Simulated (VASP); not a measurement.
Crystal: Bi.

```
Bi
1.0
     0.00000    3.41995    3.41995
     3.41995    0.00000    3.41995
     3.41995    3.41995    0.00000
Bi
2
Direct
  0.87500 0.87500 0.87500
  0.12500 0.12500 0.12500
```

This isn't the form of Bi at room conditions, which is rhombohedral.

* Program: VASP 6.6.1
* Task: relaxation of cell and atoms
* Functional: PBE
* Potentials or basis: VASP PAW PBE potentials, release 64 (Bi_d)
* Cutoff: 600 eV
* k mesh: 11 × 11 × 11
* Occupations: fermi-dirac, width 0.05 eV
* Spin: no spin polarisation

At the start: pressure 8.2 GPa; volume 40.00 Å³/atom.

Where does the relaxation end?

Over 5 steps the energy falls by 179.8 meV/atom and the volume is 48.31 Å³/atom (+20.8 %); space group Fd-3m (No. 227, to 0.1 Å) before and after.

The path:
```
step  energy change (eV)  largest force (eV/Å)  pressure (GPa)  volume (Å³)
   1              0.0000                0.0000            8.20        80.00
   2             -0.2893                0.0000           -2.19       106.13
   3             -0.3597                0.0000            0.04        96.52
   4             -0.3596                0.0000           -0.06        96.87
   5             -0.3597                0.0000            0.01        96.62
```

Final structure:
```cif
data_structure
_symmetry_space_group_name_H-M 'P 1'
_symmetry_Int_Tables_number 1
_cell_length_a 5.1507
_cell_length_b 5.1507
_cell_length_c 5.1507
_cell_angle_alpha 60.000
_cell_angle_beta 60.000
_cell_angle_gamma 60.000
_cell_volume 96.62
loop_
_atom_site_label
_atom_site_type_symbol
_atom_site_fract_x
_atom_site_fract_y
_atom_site_fract_z
_atom_site_occupancy
Bi1 Bi 0.87500 0.87500 0.87500 1
Bi2 Bi 0.12500 0.12500 0.12500 1
```

Caveat: the volume moved by over 15 % at a fixed basis, so the end points are rough.
